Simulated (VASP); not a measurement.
A run of VASP 6.6.1 is set up as follows.

INCAR

```
ALGO = Normal ; EDIFF = 1E-6
EDIFFG = -0.04 ; ENCUT = 600
GGA = PE ; IBRION = 2
ISIF = 3 ; ISMEAR = 0
LASPH = True ; LCHARG = False
LREAL = False ; LWAVE = False
NELM = 80 ; NSW = 90
PREC = Accurate ; SIGMA = 0.1
```

KPOINTS

```
k-points
0
Gamma
  6 6 6
```

File POSCAR:

```
Ge2F
1.0
    4.3284249425      0.0000000000      0.0000000000
   -2.1642124713      3.7485259586      0.0000000000
    0.0000000000      0.0000000000      3.0412151083
Ge F
2 1
Direct
    0.3333333333      0.6666666667      0.5000000000
    0.6666666667      0.3333333333      0.5000000000
    0.0000000000      0.0000000000      0.0000000000
```

Potentials or basis: VASP PAW PBE potentials, release 64 (Ge_d, F).

Launch:

```bash
$ cat potpaw_PBE.64/Ge_d/POTCAR potpaw_PBE.64/F/POTCAR > POTCAR
$ mpirun -np 1 vasp_std > vasp.out
```

What does it give for the space group after relaxing (to 0.05 Å)?

P6/mmm (No. 191).

Predict the relaxed cell.

a = 4.318 Å, b = 4.318 Å, c = 3.030 Å, α = 90.00°, β = 90.00°, γ = 120.00°.

Step by step:
```tsv
step	energy change (eV)	largest force (eV/Å)	pressure (GPa)	volume (Å³)
1	0.0000	0.0000	-0.58	49.34
2	-0.0004	0.0000	0.18	48.92
```

Caveat: an odd number of electrons without spin polarisation forces a metal; a magnetic or distorted state may lie lower.
